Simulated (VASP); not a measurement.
Zr12C (a cell with a defect): single point with PBE+D3(BJ)

The system is Zr12C (a cell with a defect).

```
Zr C
1.0
     6.46000    0.00000    0.00000
    -4.84500    8.39179    0.00000
     0.00000    0.00000    5.14539
Zr C
12 1
Direct
  0.92706 0.95877 0.06831
  0.16268 0.22454 0.47963
  0.01040 0.31020 0.96018
  0.17802 0.55783 0.47551
  0.00478 0.67487 0.96665
  0.19314 0.91649 0.52538
  0.52968 0.00696 0.00820
  0.63780 0.22085 0.48920
  0.50530 0.33956 0.00396
  0.67905 0.56844 0.47691
  0.48121 0.65786 0.99123
  0.68029 0.89603 0.55918
  0.31589 0.44535 0.70850
```

```
Program             : VASP 6.6.1
Task                : single point
Functional          : PBE
Dispersion          : D3(BJ)
Potentials or basis : VASP PAW PBE potentials, release 64 (Zr_sv, C)
Cutoff              : 520 eV
k mesh              : 3 × 2 × 3
Occupations         : fermi-dirac, width 0.1 eV
Spin                : no spin polarisation
```

```
Pressure                   : 1.2 GPa
Largest force              : 2.484 eV/Å
Band gap on the k mesh     : zero (band 74 reaches 9.19 eV, above the bottom of band 75 at 8.98 eV)
Dispersion energy per atom : -0.514 eV
```

Forces on the atoms (eV/Å):
```
Zr   2.091  1.046 -0.746
Zr   0.109 -0.225 -0.270
Zr  -1.665  0.527  0.910
Zr  -1.341  0.441 -0.633
Zr  -0.062 -0.184  0.285
Zr   0.039 -0.883 -0.148
Zr  -1.644 -0.418  0.705
Zr   1.326  0.643  0.068
Zr  -0.055 -0.237 -1.048
Zr  -0.490 -0.144  0.387
Zr  -0.189 -0.464  0.068
Zr  -0.352  0.029 -0.659
C    2.233 -0.131  1.081
```

Stress tensor (GPa, compression positive):
```
 1.95 -0.01 -0.40
-0.01 -0.16  0.18
-0.40  0.18  1.72
```

Levels at points of the mesh, in eV from the Fermi level:
| k point | band 72 | band 73 | band 74 | band 75 | band 76 | band 77 |
| --- | --- | --- | --- | --- | --- | --- |
| (0.00, 0.00, 0.00) | -0.23 | -0.05 | 0.11 | 0.21 | 0.37 | 0.70 |
| (0.00, 0.50, 0.00) | -0.06 | -0.04 | 0.05 | 0.11 | 0.26 | 0.39 |

Run time: 5.4 min on 1 thread of Intel(R) Xeon(R) Platinum 8375C CPU @ 2.90GHz (Ice Lake), with other jobs on the host, peak memory 0.44 GiB.

Caveat: the k points lie up to 0.41 Å⁻¹ apart.
